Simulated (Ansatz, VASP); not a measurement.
C: VASP beside Ansatz

```
C
1.0
     0.00000    2.12700    3.34800
     1.22800    0.00000    3.34800
     1.22800    2.12700    0.00000
C
2
Direct
  0.16667 0.83333 0.16667
  0.83333 0.16667 0.83333
```

Alike in both runs: task relaxation of cell and atoms; functional LDA; k mesh 15 × 15 × 15; occupations gaussian, width 0.05 eV; no spin polarisation.

|  | VASP | Ansatz |
| --- | --- | --- |
| version | VASP 6.6.1 | Ansatz 0.2.0 |
| potentials or method | VASP PAW LDA potentials, release 64 (C) | plane waves, PAW |
| plane-wave cutoff (eV) | 600 | 420 |
| valence electrons in the cell | 8 | 8 |

```tsv
	VASP	Ansatz	Ansatz less VASP
relaxed volume (Å³/atom)	8.59	8.69	+0.102
relaxed cell length with the largest relative difference (Å)	3.533	3.572	+0.0399
```

LDA's correlation is that of Perdew and Zunger in VASP and of Perdew and Wang (1992) in Ansatz. Ansatz's warnings: stress scf threshold loose.
